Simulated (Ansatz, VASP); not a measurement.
# Two plane-wave programs on GeSb4Se

```
Ge Sb Se
1.0
     4.41463    0.00000    0.00000
     0.00000    4.41463    0.00000
     0.00000    0.00000    8.96556
Ge Sb Se
1 4 1
Direct
  0.00000 0.00000 0.00000
  0.50000 0.00000 0.76015
  0.00000 0.50000 0.23985
  0.50000 0.00000 0.23985
  0.00000 0.50000 0.76015
  0.50000 0.50000 0.50000
```

Change from the starting cell: species swapped into the GdYH4 type (P4/mmm, No. 123).

Alike in both runs: functional PBE; k mesh 4 × 4 × 4; occupations gaussian, width 0.1 eV; no spin polarisation.

Ansatz relaxed the structure, and its values are those at the end. VASP's run is a single point on that final structure, the one shown.

|  | VASP | Ansatz |
| --- | --- | --- |
| version | VASP 6.6.1 | Ansatz 0.2.0 |
| potentials or method | VASP PAW PBE potentials, release 64 (Ge_d, Sb, Se), cutoff 520 eV | scalar-relativistic, plane waves, PAW |
| valence electrons in the cell | 40 | 90 |

VASP gave:

```
gap on the k mesh at the Fermi level (eV) : none
pressure (GPa)                            : 0.1
rms of the force components (eV/Å)        : 0.005
```

What did Ansatz give for the same quantities?

gap on the k mesh at the Fermi level (eV): none; pressure (GPa): 0.2; rms of the force components (eV/Å): 0.003.

A gap of «none» marks a metal or a gap that the smearing closes. VASP's potentials hold 40 valence electrons a cell and Ansatz's 90, so a difference there can come from the potentials and not from the codes.

Neither program's run includes spin-orbit coupling.
